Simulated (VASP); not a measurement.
# BeS (a.bB) (F-43m) in VASP: further runs

BeS (a.bB) is run at these levels: PBEsol; tasks: single point.

Program: VASP 6.6.1. These are calculated values, not measurements. Logs are shortened: lines on timing, memory, paths and dates and some standing lists are left out, and cuts for length are marked.

### Step 1. The cell of the first run

It takes space group F-43m (No. 216, cubic). Conventional cell: a = 4.838 Å, b = 4.838 Å, c = 4.838 Å, α = 90.00°, β = 90.00°, γ = 90.00°. Within 2.8 Å of Be (site symmetry -43m) lie 4 S at 2.09 Å. S (site symmetry -43m) has 4 Be at 2.09 Å within 2.8 Å.

### Step 2. Single point, PBEsol

INCAR

```
SYSTEM = BeS
PREC = Accurate
ENCUT = 600
EDIFF = 1E-6
ISMEAR = 0
SIGMA = 0.02
LREAL = .FALSE.
LASPH = .TRUE.
NELM = 120
ALGO = Normal
ISIF = 2
LWAVE = .FALSE.
LCHARG = .TRUE.
GGA = PS
LELF = .TRUE.
LVHAR = .TRUE.
NBANDS = 11
GGA_COMPAT = .FALSE.
```

KPOINTS

```
Automatic mesh
0
G
  8 8 8
  0 0 0
```

POSCAR

```
BeS
1.0
    0.0000000000      2.4188489171      2.4188489171
    2.4188489171      0.0000000000      2.4188489171
    2.4188489171      2.4188489171      0.0000000000
Be S
1 1
Direct
    0.0000000000      0.0000000000      0.0000000000
    0.2500000000      0.2500000000      0.2500000000
```

Potentials or basis: VASP PAW PBE potentials, release 64 (Be, S).

On the command line:

```sh
$ cat potpaw_PBE.64/Be/POTCAR potpaw_PBE.64/S/POTCAR > POTCAR
$ mpirun -np 1 vasp_std > vasp.out
```

OUTCAR:

```text
SYSTEM = BeS
   PREC = Accurate
   ENCUT = 600
   EDIFF = 1E-6
   ISMEAR = 0
   LREAL = .FALSE.
   LASPH = .TRUE.
   NELM = 120
   ISIF = 2
   GGA = PS

 ion  position               nearest neighbor table
   1  0.000  0.000  0.000-   2 2.09   2 2.09   2 2.09   2 2.09
   2  0.250  0.250  0.250-   1 2.09   1 2.09   1 2.09   1 2.09

  LATTYP: Found a face centered cubic cell.
 ALAT       =     4.8376978342

  Lattice vectors:

 A1 = (   0.0000000000,   2.4188489171,   2.4188489171)
 A2 = (   2.4188489171,   0.0000000000,   2.4188489171)
 A3 = (   2.4188489171,   2.4188489171,   0.0000000000)

Analysis of symmetry for initial positions (statically):
=====================================================================
 Subroutine PRICEL returns:
 Original cell was already a primitive cell.

 Routine SETGRP: Setting up the symmetry group for a
 face centered cubic supercell.

 Subroutine GETGRP returns: Found 24 space group operations
 (whereof 24 operations were pure point group operations)
 out of a pool of 48 trial point group operations.

The static configuration has the point symmetry T_d .

Analysis of symmetry for dynamics (positions and initial velocities):
=====================================================================
 Subroutine PRICEL returns:
 Original cell was already a primitive cell.

 Routine SETGRP: Setting up the symmetry group for a
 face centered cubic supercell.

 Subroutine GETGRP returns: Found 24 space group operations
 (whereof 24 operations were pure point group operations)
 out of a pool of 48 trial point group operations.

The dynamic configuration has the point symmetry T_d .

 Subroutine INISYM returns: Found 24 space group operations
 (whereof 24 operations are pure point group operations),
 and found     1 'primitive' translations

----------------------------------------------------------------------------------------

                                     Primitive cell

  volume of cell :      28.3045

  direct lattice vectors                    reciprocal lattice vectors
     0.000000000  2.418848917  2.418848917    -0.206709893  0.206709893  0.206709893
     2.418848917  0.000000000  2.418848917     0.206709893 -0.206709893  0.206709893
     2.418848917  2.418848917  0.000000000     0.206709893  0.206709893 -0.206709893

  length of vectors
     3.420768944  3.420768944  3.420768944     0.358032037  0.358032037  0.358032037

  position of ions in fractional coordinates (direct lattice)
     0.000000000  0.000000000  0.000000000
     0.250000000  0.250000000  0.250000000

  ion indices of the primitive-cell ions
   primitive index   ion index
                 1           1
                 2           2

----------------------------------------------------------------------------------------

 KPOINTS: Automatic mesh

Automatic generation of k-mesh.
 Grid dimensions read from file:
 generate k-points for:    8    8    8

 Generating k-lattice:

  Cartesian coordinates                     Fractional coordinates (reciprocal lattice)
    -0.025838737  0.025838737  0.025838737     0.125000000  0.000000000  0.000000000
     0.025838737 -0.025838737  0.025838737     0.000000000  0.125000000  0.000000000
     0.025838737  0.025838737 -0.025838737     0.000000000  0.000000000  0.125000000

  Length of vectors
     0.044754005  0.044754005  0.044754005

  Shift w.r.t. Gamma in fractional coordinates (k-lattice)
     0.000000000  0.000000000  0.000000000

 Subroutine IBZKPT returns following result:
 ===========================================

 Found     29 irreducible k-points:

 Following reciprocal coordinates:
            Coordinates               Weight
  0.000000  0.000000  0.000000      1.000000
  0.125000  0.000000  0.000000      8.000000
  0.250000  0.000000  0.000000      8.000000
  0.375000  0.000000  0.000000      8.000000
  0.500000  0.000000  0.000000      4.000000
  0.125000  0.125000  0.000000      6.000000
[... 16 lines left out ...]
  0.500000  0.250000  0.125000     48.000000
 -0.375000  0.250000  0.125000     24.000000
 [... further k-points ...]
   k-points           NKPTS =     29   k-points in BZ     NKDIM =     29   number of bands    NBANDS=     11
   number of dos      NEDOS =    301   number of ions     NIONS =      2
   total plane-waves  NPLWV =  21952
   dimension x,y,z NGX =    28 NGY =   28 NGZ =   28
   dimension x,y,z NGXF=    56 NGYF=   56 NGZF=   56
   ions per type =               1   1
   NGX,Y,Z   is equivalent  to a cutoff of  13.61, 13.61, 13.61 a.u.
   NGXF,Y,Z  is equivalent  to a cutoff of  27.22, 27.22, 27.22 a.u.
 SYSTEM =  BeS
   PREC   = accura    normal or accurate (medium, high low for compatibility)
   ISTART =      0    job   : 0-new  1-cont  2-samecut
   ICHARG =      2    charge: 1-file 2-atom 10-const
   ISPIN  =      1    spin polarized calculation?
   LNONCOLLINEAR =      F non collinear calculations
   LSORBIT =      F    spin-orbit coupling
   LASPH  =      T    aspherical Exc in radial PAW
   ENCUT  =  600.0 eV  44.10 Ry    6.64 a.u.   6.83  6.83  6.83*2*pi/ulx,y,z
   NELM   =    120;   NELMIN=  2; NELMDL= -5     # of ELM steps
   EDIFF  = 0.1E-05   stopping-criterion for ELM
   LREAL  =      F    real-space projection
   EDIFFG = 0.1E-04   stopping-criterion for IOM
   NSW    =      0    number of steps for IOM
   IBRION =     -1    ionic relax: 0-MD 1-quasi-New 2-CG
   NFREE  =      0    steps in history (QN), initial steepest desc. (CG)
   ISIF   =      2    stress and relaxation
   ISYM   =      2    0-nonsym 1-usesym 2-fastsym
   POTIM  = 0.5000    time-step for ionic-motion
   TEBEG  =    0.0;   TEEND  =   0.0 temperature during run
   PSTRESS=    0.0 pullay stress
   NELECT =       8.0000    total number of electrons
   NUPDOWN=      -1.0000    fix difference up-down
   EMIN   =  10.00;   EMAX   =-10.00  energy-range for DOS
   EFERMI =   0.00;   METHOD = LEGACY
   ISMEAR =     0;   SIGMA  =   0.02  broadening in eV -4-tet -1-fermi 0-gaus
   EFERMI_NEDOS =   21; number of points for ismear=-14 and -15
   IALGO  =     38    algorithm
   IMIX   =      4    mixing-type and parameters
     AMIX     =   0.40;   BMIX     =  1.00
     AMIX_MAG =   1.60;   BMIX_MAG =  1.00
  volume/ion in A,a.u.               =      14.15        95.50
  Fermi-wavevector in a.u.,A,eV,Ry     =   1.074367  2.030260 15.704728  1.154265
  Thomas-Fermi vector in A             =   2.210193
   LORBIT       =      0    0 simple, 1 ext, 2 COOP (PROOUT), +10 PAW based schemes
   GGA     = PS    functional components
   LHFCALC =     F    Hartree Fock is set to
   AEXX    =    0.0000 exact exchange contribution
   IVDW    =     0    specifies the selected vdW correction
   LEPSILON=     F    determine dielectric tensor
   LRPA    =     F    only Hartree local field effects (RPA)
 non-spin polarized calculation
 Gauss-broadening in eV      SIGMA  =   0.02
  energy-cutoff  :      600.00
  volume of cell :       28.30
 maximum number of plane-waves:       960
   NGX = 13   NGY = 13   NGZ = 13

 number of electron       8.0000000 magnetization

 Free energy of the ion-electron system (eV)
  ---------------------------------------------------
  ext. energy  EPLUGINS =         0.00000000
  ---------------------------------------------------
  free energy    TOTEN  =       -10.56434470 eV

  energy without entropy =      -10.56434470  energy(sigma->0) =      -10.56434470

 E-fermi :   4.3567     XC(G=0):  -9.9322

 val. band max:        4.2234093815   @ k =   0.0000   0.0000   0.0000
 cond. band min:       7.1342573698   @ k =   0.5000   0.5000   0.0000
 fundamental gap:      2.9108479883
 Fermi energy:         4.3567304647

 k-point     1 :       0.0000    0.0000    0.0000
  band No.  band energies     occupation
      1      -9.5459      2.00000
      2       4.2234      2.00000
      3       4.2234      2.00000
      4       4.2234      2.00000
      5       9.8298      0.00000
      6       9.8298      0.00000
      7       9.8298      0.00000
      8       9.9937      0.00000
      9      17.0331      0.00000
     10      17.0331      0.00000
     11      18.9585      0.00000

 k-point     2 :       0.1250    0.0000    0.0000
  band No.  band energies     occupation
      1      -9.3649      2.00000
      2       2.9904      2.00000
      3       4.0189      2.00000
      4       4.0189      2.00000
      5       9.7401      0.00000
      6      10.1923      0.00000
      7      10.1923      0.00000
      8      11.3258      0.00000
      9      16.3012      0.00000
     10      16.3012      0.00000
     11      18.7549      0.00000

 k-point     3 :       0.2500    0.0000    0.0000
  band No.  band energies     occupation
      1      -8.8650      2.00000
      2       0.8451      2.00000
      3       3.6131      2.00000
      4       3.6131      2.00000
      5       9.6966      0.00000
      6      10.7371      0.00000
      7      10.7371      0.00000
      8      13.4300      0.00000
      9      16.0498      0.00000
     10      16.0498      0.00000
     11      18.2951      0.00000

 k-point     4 :       0.3750    0.0000    0.0000
  band No.  band energies     occupation
      1      -8.2258      2.00000
      2      -0.9502      2.00000
      3       3.2878      2.00000
      4       3.2878      2.00000
      5       9.6504      0.00000
      6      10.7869      0.00000
      7      10.7869      0.00000
      8      14.8613      0.00000
      9      17.4358      0.00000
     10      17.4358      0.00000
     11      18.5329      0.00000
[... 239 lines left out ...]
 k-point    22 :       0.3750    0.2500    0.1250
  band No.  band energies     occupation
      1      -8.4558      2.00000
      2       0.6148      2.00000
      3       2.0241      2.00000
      4       3.0772      2.00000
      5       9.6495      0.00000
      6      11.4546      0.00000
      7      11.6421      0.00000
      8      12.7569      0.00000
      9      15.7849      0.00000
     10      18.6198      0.00000
     11      20.1392      0.00000

 k-point    23 :       0.5000    0.2500    0.1250
  band No.  band energies     occupation
      1      -7.8923      2.00000
      2      -0.5743      2.00000
      3       1.4824      2.00000
      4       2.5917      2.00000
      5      10.1099      0.00000
      6      10.9606      0.00000
      7      12.6531      0.00000
      8      13.4657      0.00000
      9      16.8093      0.00000
     10      18.5997      0.00000
     11      20.7161      0.00000

 k-point    24 :      -0.3750    0.2500    0.1250
  band No.  band energies     occupation
      1      -7.6069      2.00000
      2      -1.1453      2.00000
      3       1.3891      2.00000
      4       2.3386      2.00000
      5      10.1888      0.00000
      6      10.7440      0.00000
      7      13.3438      0.00000
      8      14.6792      0.00000
      9      15.6097      0.00000
     10      19.5708      0.00000
     11      20.1429      0.00000

 [... further k-points ...]
[... 5 lines left out ...]
  --------------------------------------------------------------------------------------
  -------------------------------------------------------------------------------------
  Total        0.0368048      0.0368048      0.0368048      0.0000000      0.0000000      0.0000000
  in kB        2.0833350      2.0833350      2.0833350      0.0000000      0.0000000      0.0000000
  external PRESSURE =       2.0833350 kB  Pullay stress =       0.0000000 kB

 VOLUME and BASIS-vectors are now :
 -----------------------------------------------------------------------------
  energy-cutoff  :      600.00
  volume of cell :       28.30
      direct lattice vectors                 reciprocal lattice vectors
     0.000000000  2.418848917  2.418848917    -0.206709893  0.206709893  0.206709893
     2.418848917  0.000000000  2.418848917     0.206709893 -0.206709893  0.206709893
     2.418848917  2.418848917  0.000000000     0.206709893  0.206709893 -0.206709893

 POSITION                                       TOTAL-FORCE (eV/Angst)
 -----------------------------------------------------------------------------------
      0.00000      0.00000      0.00000        -0.000000     -0.000000     -0.000000
      1.20942      1.20942      1.20942         0.000000      0.000000      0.000000
 -----------------------------------------------------------------------------------
    total drift:                               -0.000000     -0.000000      0.000000

  FREE ENERGIE OF THE ION-ELECTRON SYSTEM (eV)
  ---------------------------------------------------
  free  energy   TOTEN  =       -10.5643446951 eV

  energy  without entropy=      -10.5643446951  energy(sigma->0) =      -10.56434470
```

Wall time 8.9 s (1 thread of Intel Xeon Platinum 8375C at 2.90GHz (Ice Lake), shared host); peak memory 0.15 GiB.

What came out:

| Quantity | Value |
| --- | --- |
| Free energy | -10.5643 eV |
| Pressure | 0.2 GPa |
| Band gap on the k mesh | 2.91 eV, indirect (least direct gap 5.61 eV) |

Caveat: the PAW data sets were made with another functional, which shifts forces and pressure a little. A k mesh can miss the band edges.

### Step 3. Single point, PBEsol

INCAR

```
  PREC = Accurate
  ENCUT = 600
  EDIFF = 1E-6
  ISMEAR = 0
  SIGMA = 0.02
  LREAL = F
  LASPH = T
  NELM = 120
  ALGO = Normal
  ISIF = 2
  LWAVE = F
  LCHARG = T
  GGA = PS
  LELF = T
  LVHAR = T
  NBANDS = 11
  GGA_COMPAT = F
```

KPOINTS

```
Automatic mesh
0
Gamma
  8 8 8
```

POSCAR is that of step 2.

Potentials or basis: VASP PAW PBE potentials, release 64 (Be, S).

On the command line:

```sh
$ cat potpaw_PBE.64/Be/POTCAR potpaw_PBE.64/S/POTCAR > POTCAR
$ mpirun -np 1 vasp_std > vasp.out
```

Run time: 8.6 s. Hardware: 1 thread of Intel Xeon Platinum 8375C at 2.90GHz (Ice Lake), shared host; peak memory 0.15 GiB.

The run converged. Its results:

```yaml
Free_energy: -10.5643 eV
Pressure: 0.2 GPa
Band_gap_on_the_k_mesh: 2.91 eV, indirect (least direct gap 5.61 eV)
```

Levels at points of the mesh, in eV from the valence-band top:
| k point | band 1 | band 2 | band 3 | band 4 | band 5 | band 6 | band 7 | band 8 |
| --- | --- | --- | --- | --- | --- | --- | --- | --- |
| (0.00, 0.00, 0.00) | -13.77 | 0.00 | 0.00 | 0.00 | 5.61 | 5.61 | 5.61 | 5.77 |
| (0.50, 0.00, 0.00) | -12.11 | -5.91 | -1.05 | -1.05 | 5.41 | 6.48 | 6.48 | 11.01 |
| (0.50, 0.50, 0.00) | -11.56 | -5.11 | -2.70 | -2.70 | 2.91 | 4.80 | 12.81 | 12.81 |

Caveat: the PAW data sets were made with another functional, which shifts forces and pressure a little. A k mesh can miss the band edges.
